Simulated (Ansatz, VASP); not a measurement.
Two plane-wave programs on K2BaH3

```xyz
6
Lattice="4.0230 0.0000 0.0000 -2.0115 3.4840 0.0000 0.0000 0.0000 10.2009" Properties=species:S:1:pos:R:3 pbc="T T T"
K     0.0000    2.3227    3.4593
K     2.0115    1.1613    6.7416
Ba    0.0000    0.0000    0.0000
H     0.0000    2.3227    8.5489
H     2.0115    1.1613    1.6520
H     0.0000    0.0000    5.1005
```

Change from the starting cell: species swapped into the Li3LaBi2 type (P-3m1, No. 164).

Alike in both runs: functional PBE; k mesh 12 × 12 × 4; occupations gaussian, width 0.1 eV; no spin polarisation.

Ansatz relaxed the structure, and its values are those at the end. VASP's run is a single point on that final structure, the one shown.

|  | VASP | Ansatz |
| --- | --- | --- |
| version | VASP 6.6.1 | Ansatz 0.2.0 |
| potentials or method | VASP PAW PBE potentials, release 64 (K_sv, Ba_sv, H), cutoff 520 eV | scalar-relativistic, plane waves, PAW |
| valence electrons in the cell | 31 | 31 |

```csv
,VASP,Ansatz,Ansatz less VASP
gap on the k mesh at the Fermi level (eV),none,none,-
pressure (GPa),0.1,0.0,-0.11
rms of the force components (eV/Å),0.007,0.000,-0.0066
```

A gap of «none» marks a metal or a gap that the smearing closes.

Spin-orbit coupling is off throughout.
